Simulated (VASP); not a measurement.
# Ca (Im-3m) in VASP: a series of runs

The runs below take Ca through single point, with PBE.

Everything below comes from runs of VASP 6.6.1. Logs are shortened: lines on timing, memory, paths and dates and some standing lists are left out, and cuts for length are marked.

## 1. The cell of the first run

It takes space group Im-3m (No. 229, cubic). Conventional cell: a = 4.480 Å, b = 4.480 Å, c = 4.480 Å, α = 90.00°, β = 90.00°, γ = 90.00°. Within 5.1 Å of Ca (site symmetry m-3m) lie 14 Ca at 3.88 to 4.48 Å.

This isn't the form of Ca at room conditions, which is fcc.

## 2. Single point, PBE, non-collinear spin, zero start, spin-orbit coupling

File INCAR:

```
ALGO = Normal ; EDIFF = 1E-6
ENCUT = 500 ; GGA = PE
GGA_COMPAT = False ; ISIF = 2
ISMEAR = 0 ; LASPH = True
LCHARG = False ; LORBIT = 11
LORBMOM = True ; LREAL = False
LSORBIT = True ; LWAVE = False
MAGMOM = 0 0 0 ; NBANDS = 21
NELM = 200 ; PREC = Accurate
SIGMA = 0.05
```

File KPOINTS:

```
k-points
0
Gamma
  12 12 12
```

File POSCAR:

```
Ca
1.0
   -2.2400000000      2.2400000000      2.2400000000
    2.2400000000     -2.2400000000      2.2400000000
    2.2400000000      2.2400000000     -2.2400000000
Ca
1
Direct
    0.0000000000      0.0000000000      0.0000000000
```

Potentials or basis: VASP PAW PBE potentials, release 64 (Ca_sv).

Command:

```sh
> cat potpaw_PBE.64/Ca_sv/POTCAR > POTCAR
> mpirun -np 1 vasp_ncl > vasp.out
```

OUTCAR:

```text
EDIFF = 1E-6
   ENCUT = 500
   GGA = PE
   ISIF = 2
   ISMEAR = 0
   LASPH = True
   LORBIT = 11
   LREAL = False
   LSORBIT = True
   NELM = 200
   PREC = Accurate

 ion  position               nearest neighbor table
   1  0.000  0.000  0.000-

  LATTYP: Found a body centered cubic cell.
 ALAT       =     4.4800000000

  Lattice vectors:

 A1 = (  -2.2400000000,   2.2400000000,   2.2400000000)
 A2 = (   2.2400000000,  -2.2400000000,   2.2400000000)
 A3 = (   2.2400000000,   2.2400000000,  -2.2400000000)

Analysis of symmetry for initial positions (statically):
=====================================================================
 Subroutine PRICEL returns:
 Original cell was already a primitive cell.

 Routine SETGRP: Setting up the symmetry group for a
 body centered cubic supercell.

 Subroutine GETGRP returns: Found 48 space group operations
 (whereof 48 operations were pure point group operations)
 out of a pool of 48 trial point group operations.

The static configuration has the point symmetry O_h .

Analysis of symmetry for dynamics (positions and initial velocities):
=====================================================================
 Subroutine PRICEL returns:
 Original cell was already a primitive cell.

 Routine SETGRP: Setting up the symmetry group for a
 body centered cubic supercell.

 Subroutine GETGRP returns: Found 48 space group operations
 (whereof 48 operations were pure point group operations)
 out of a pool of 48 trial point group operations.

The dynamic configuration has the point symmetry O_h .

Analysis of structural, dynamic, and magnetic symmetry:
=====================================================================
 Subroutine PRICEL returns:
 Original cell was already a primitive cell.

 Routine SETGRP: Setting up the symmetry group for a
 body centered cubic supercell.

 Subroutine GETGRP returns: Found 48 space group operations
 (whereof 48 operations were pure point group operations)
 out of a pool of 48 trial point group operations.

The overall configuration has the point symmetry O_h .

 Subroutine INISYM returns: Found 48 space group operations
 (whereof 48 operations are pure point group operations),
 and found     1 'primitive' translations

----------------------------------------------------------------------------------------

                                     Primitive cell

  volume of cell :      44.9577

  direct lattice vectors                    reciprocal lattice vectors
    -2.240000000  2.240000000  2.240000000     0.000000000  0.223214286  0.223214286
     2.240000000 -2.240000000  2.240000000     0.223214286  0.000000000  0.223214286
     2.240000000  2.240000000 -2.240000000     0.223214286  0.223214286  0.000000000

  length of vectors
     3.879793809  3.879793809  3.879793809     0.315672670  0.315672670  0.315672670

  position of ions in fractional coordinates (direct lattice)
     0.000000000  0.000000000  0.000000000

  ion indices of the primitive-cell ions
   primitive index   ion index
                 1           1

----------------------------------------------------------------------------------------

 KPOINTS: k-points

Automatic generation of k-mesh.
 Grid dimensions read from file:
 generate k-points for:   12   12   12

 Generating k-lattice:

  Cartesian coordinates                     Fractional coordinates (reciprocal lattice)
     0.000000000  0.018601190  0.018601190     0.083333333  0.000000000  0.000000000
     0.018601190  0.000000000  0.018601190     0.000000000  0.083333333  0.000000000
     0.018601190  0.018601190  0.000000000     0.000000000  0.000000000  0.083333333

  Length of vectors
     0.026306056  0.026306056  0.026306056

  Shift w.r.t. Gamma in fractional coordinates (k-lattice)
     0.000000000  0.000000000  0.000000000

 Subroutine IBZKPT returns following result:
 ===========================================

 Found     72 irreducible k-points:

 Following reciprocal coordinates:
            Coordinates               Weight
  0.000000  0.000000  0.000000      1.000000
  0.083333  0.000000  0.000000     12.000000
  0.166667  0.000000  0.000000     12.000000
  0.250000  0.000000  0.000000     12.000000
  0.333333  0.000000  0.000000     12.000000
  0.416667  0.000000  0.000000     12.000000
[... 16 lines left out ...]
  0.333333  0.083333  0.083333     24.000000
  0.416667  0.083333  0.083333     12.000000
 [... further k-points ...]
   k-points           NKPTS =     72   k-points in BZ     NKDIM =     72   number of bands    NBANDS=     21
   number of dos      NEDOS =    301   number of ions     NIONS =      1
   total plane-waves  NPLWV =  21952
   dimension x,y,z NGX =    28 NGY =   28 NGZ =   28
   dimension x,y,z NGXF=    56 NGYF=   56 NGZF=   56
   ions per type =               1
   NGX,Y,Z   is equivalent  to a cutoff of  12.00, 12.00, 12.00 a.u.
   NGXF,Y,Z  is equivalent  to a cutoff of  24.00, 24.00, 24.00 a.u.
 SYSTEM =  unknown system
   PREC   = accura    normal or accurate (medium, high low for compatibility)
   ISTART =      0    job   : 0-new  1-cont  2-samecut
   ICHARG =      2    charge: 1-file 2-atom 10-const
   ISPIN  =      1    spin polarized calculation?
   LNONCOLLINEAR =      T non collinear calculations
   LSORBIT =      T    spin-orbit coupling
   LASPH  =      T    aspherical Exc in radial PAW
   ENCUT  =  500.0 eV  36.75 Ry    6.06 a.u.   7.07  7.07  7.07*2*pi/ulx,y,z
   NELM   =    200;   NELMIN=  2; NELMDL= -5     # of ELM steps
   EDIFF  = 0.1E-05   stopping-criterion for ELM
   LREAL  =      F    real-space projection
   EDIFFG = 0.1E-04   stopping-criterion for IOM
   NSW    =      0    number of steps for IOM
   IBRION =     -1    ionic relax: 0-MD 1-quasi-New 2-CG
   NFREE  =      0    steps in history (QN), initial steepest desc. (CG)
   ISIF   =      2    stress and relaxation
   ISYM   =      2    0-nonsym 1-usesym 2-fastsym
   POTIM  = 0.5000    time-step for ionic-motion
   TEBEG  =    0.0;   TEEND  =   0.0 temperature during run
   PSTRESS=    0.0 pullay stress
   NELECT =      10.0000    total number of electrons
   NUPDOWN=      -1.0000    fix difference up-down
   EMIN   =  10.00;   EMAX   =-10.00  energy-range for DOS
   EFERMI =   0.00;   METHOD = LEGACY
   ISMEAR =     0;   SIGMA  =   0.05  broadening in eV -4-tet -1-fermi 0-gaus
   EFERMI_NEDOS =   21; number of points for ismear=-14 and -15
   IALGO  =     38    algorithm
   IMIX   =      4    mixing-type and parameters
     AMIX     =   0.40;   BMIX     =  1.00
     AMIX_MAG =   1.60;   BMIX_MAG =  1.00
  volume/ion in A,a.u.               =      44.96       303.39
  Fermi-wavevector in a.u.,A,eV,Ry     =   0.991913  1.874443 13.386649  0.983891
  Thomas-Fermi vector in A             =   2.123688
   LORBIT       =     11    0 simple, 1 ext, 2 COOP (PROOUT), +10 PAW based schemes
   GGA     = PE    functional components
   LHFCALC =     F    Hartree Fock is set to
   AEXX    =    0.0000 exact exchange contribution
   IVDW    =     0    specifies the selected vdW correction
   LEPSILON=     F    determine dielectric tensor
   LRPA    =     F    only Hartree local field effects (RPA)
 Gauss-broadening in eV      SIGMA  =   0.05
  energy-cutoff  :      500.00
  volume of cell :       44.96
 maximum number of plane-waves:      2320
   NGX = 15   NGY = 15   NGZ = 15

 number of electron      10.0000000 magnetization       0.0000000      0.0000000      0.0000000

 number of electron       9.9999997 magnetization      -0.0000000      0.0000000     -0.0000000

 number of electron       9.9999997 magnetization       0.0000000     -0.0000000      0.0000000

 Free energy of the ion-electron system (eV)
  ---------------------------------------------------
  ext. energy  EPLUGINS =         0.00000000
  ---------------------------------------------------
  free energy    TOTEN  =        -1.90705126 eV

  energy without entropy =       -1.90485566  energy(sigma->0) =       -1.90595346

 E-fermi :   1.7756     XC(G=0):  -7.5437

 val. band max:        1.7752807559   @ k =  -0.4167   0.5000   0.3333
 cond. band min:       1.7769029494   @ k =   0.3333   0.2500   0.0833
 fundamental gap:      0.0016221935
 Fermi energy:         1.7755783156

 k-point     1 :       0.0000    0.0000    0.0000
  band No.  band energies     occupation
      1     -40.4587      1.00000
      2     -40.4587      1.00000
      3     -21.6343      1.00000
      4     -21.6343      1.00000
      5     -21.2535      1.00000
      6     -21.2535      1.00000
[... 13 lines left out ...]
     20       4.9481      0.00000
     21      11.6489      0.00000

 k-point     2 :       0.0833    0.0000    0.0000
  band No.  band energies     occupation
      1     -40.4580      1.00000
      2     -40.4580      1.00000
      3     -21.6376      1.00000
      4     -21.6376      1.00000
      5     -21.2592      1.00000
      6     -21.2592      1.00000
[... 13 lines left out ...]
     20       4.9503      0.00000
     21      11.4516      0.00000

 k-point     3 :       0.1667    0.0000    0.0000
  band No.  band energies     occupation
      1     -40.4560      1.00000
      2     -40.4560      1.00000
      3     -21.6466      1.00000
      4     -21.6466      1.00000
      5     -21.2744      1.00000
      6     -21.2744      1.00000
[... 13 lines left out ...]
     20       4.9652      0.00000
     21      10.5256      0.00000
[... 457 lines left out ...]
 k-point    23 :       0.3333    0.0833    0.0833
  band No.  band energies     occupation
      1     -40.4482      1.00000
      2     -40.4482      1.00000
      3     -21.6839      1.00000
      4     -21.6839      1.00000
      5     -21.3265      1.00000
      6     -21.3265      1.00000
[... 13 lines left out ...]
     20       5.8616      0.00000
     21       6.8017      0.00000

 k-point    24 :       0.4167    0.0833    0.0833
  band No.  band energies     occupation
      1     -40.4476      1.00000
      2     -40.4476      1.00000
      3     -21.6870      1.00000
      4     -21.6870      1.00000
      5     -21.3306      1.00000
      6     -21.3306      1.00000
[... 13 lines left out ...]
     20       6.0724      0.00000
     21       6.4807      0.00000

 [... further k-points ...]
[... 5 lines left out ...]
  --------------------------------------------------------------------------------------
  -------------------------------------------------------------------------------------
  Total       -0.2701350     -0.2701350     -0.2701350      0.0000000      0.0000000     -0.0000000
  in kB       -9.6269224     -9.6269224     -9.6269224      0.0000000      0.0000000     -0.0000000
  external PRESSURE =      -9.6269224 kB  Pullay stress =       0.0000000 kB

 VOLUME and BASIS-vectors are now :
 -----------------------------------------------------------------------------
  energy-cutoff  :      500.00
  volume of cell :       44.96
      direct lattice vectors                 reciprocal lattice vectors
    -2.240000000  2.240000000  2.240000000     0.000000000  0.223214286  0.223214286
     2.240000000 -2.240000000  2.240000000     0.223214286  0.000000000  0.223214286
     2.240000000  2.240000000 -2.240000000     0.223214286  0.223214286  0.000000000

 POSITION                                       TOTAL-FORCE (eV/Angst)
 -----------------------------------------------------------------------------------
      0.00000      0.00000      0.00000         0.000000      0.000000      0.000000
 -----------------------------------------------------------------------------------
    total drift:                               -0.000000     -0.000000     -0.000000

  FREE ENERGIE OF THE ION-ELECTRON SYSTEM (eV)
  ---------------------------------------------------
  free  energy   TOTEN  =        -1.9070512608 eV

  energy  without entropy=       -1.9048556575  energy(sigma->0) =       -1.90595346

 orbital moment (x)

 # of ion     p       d       tot
 ----------------------------------------
  1        -0.000  -0.000  -0.000
 ----------------------------------------
           -0.000  -0.000  -0.000

 orbital moment (y)

 # of ion     p       d       tot
 ----------------------------------------
  1         0.000   0.000   0.000
 ----------------------------------------
            0.000   0.000   0.000

 orbital moment (z)

 # of ion     p       d       tot
 ----------------------------------------
  1         0.000   0.000   0.000
 ----------------------------------------
            0.000   0.000   0.000

 Spin-Orbit-Coupling matrix elements

 Ion:    1  E_soc:     -0.0058863
 l=   1
     0.0000000    -0.0009817    -0.0009817
    -0.0009817     0.0000000    -0.0009817
    -0.0009817    -0.0009817     0.0000000
 l=   2
     0.0000000     0.0000006     0.0000000     0.0000006     0.0000000
     0.0000006     0.0000000     0.0000000     0.0000006     0.0000000
     0.0000000     0.0000000     0.0000000     0.0000000     0.0000000
     0.0000006     0.0000006     0.0000000     0.0000000     0.0000000
     0.0000000     0.0000000     0.0000000     0.0000000     0.0000000
 l=   3
     0.0000000     0.0000000     0.0000000     0.0000000     0.0000000     0.0000000     0.0000000
     0.0000000     0.0000000     0.0000000     0.0000000     0.0000000     0.0000000     0.0000000
     0.0000000     0.0000000     0.0000000     0.0000000     0.0000000     0.0000000     0.0000000
     0.0000000     0.0000000     0.0000000     0.0000000     0.0000000     0.0000000     0.0000000
     0.0000000     0.0000000     0.0000000     0.0000000     0.0000000     0.0000000     0.0000000
     0.0000000     0.0000000     0.0000000     0.0000000     0.0000000     0.0000000     0.0000000
     0.0000000     0.0000000     0.0000000     0.0000000     0.0000000     0.0000000     0.0000000

 total charge

# of ion       s       p       d       tot
------------------------------------------
    1        2.082   5.831   0.145   8.058

 magnetization (x)

# of ion       s       p       d       tot
------------------------------------------
    1       -0.000   0.000  -0.000  -0.000

 magnetization (y)

# of ion       s       p       d       tot
------------------------------------------
    1       -0.000   0.000   0.000  -0.000

 magnetization (z)

# of ion       s       p       d       tot
------------------------------------------
    1       -0.000   0.000   0.000   0.000
```

Wall time 66 s (1 thread of Intel Xeon Platinum 8488C (Sapphire Rapids), shared host); peak memory 0.29 GiB.

What came out:

- Free energy: -1.9071 eV
- Pressure: -1.0 GPa
- Net moment: 0.00 μB per cell
- Valence electrons inside the program's atomic spheres: Ca 8.06

Moments on the atoms (μB; x, y, z):
```
Ca  0.00 0.00 0.00
```

## 3. Single point, PBE

File INCAR:

```
SYSTEM = Ca
  PREC = Accurate
  ENCUT = 520
  EDIFF = 1E-7
  ISMEAR = 0
  SIGMA = 0.05
  LREAL = .FALSE.
  LASPH = .TRUE.
  NELM = 80
  ALGO = Normal
  ISIF = 2
  LWAVE = .FALSE.
  LCHARG = .TRUE.
  GGA = PE
  LELF = .TRUE.
  LVHAR = .TRUE.
  NBANDS = 11
```

File KPOINTS:

```
regular mesh
0
G
  12 12 12
  0 0 0
```

POSCAR is that of step 2.

Potentials or basis: VASP PAW PBE potentials, release 64 (Ca_sv).

Command:

```sh
> cat potpaw_PBE.64/Ca_sv/POTCAR > POTCAR
> mpirun -np 1 vasp_std > vasp.out
```

It took 45 s on 1 thread of Intel Xeon 8259CL, shared host; peak memory 0.18 GiB.

The run converged. Its results:

| Quantity | Value |
| --- | --- |
| Free energy | -1.9042 eV |
| Pressure | -1.0 GPa |
| Band gap on the k mesh | zero (bands 5 and 6 overlap by 0.41 eV) |

Levels at points of the mesh, in eV from the Fermi level:
| k point | band 1 | band 2 | band 3 | band 4 | band 5 | band 6 | band 7 | band 8 | band 9 | band 10 |
| --- | --- | --- | --- | --- | --- | --- | --- | --- | --- | --- |
| (0.00, 0.00, 0.00) | -42.23 | -23.16 | -23.16 | -23.16 | -3.97 | 2.18 | 2.18 | 2.18 | 3.17 | 3.17 |
| (0.50, 0.00, 0.00) | -42.22 | -23.27 | -23.19 | -23.16 | -0.89 | -0.09 | 1.29 | 3.07 | 3.42 | 4.12 |
| (0.50, 0.50, 0.50) | -42.21 | -23.24 | -23.24 | -23.24 | 0.10 | 0.10 | 3.66 | 3.66 | 3.66 | 3.91 |
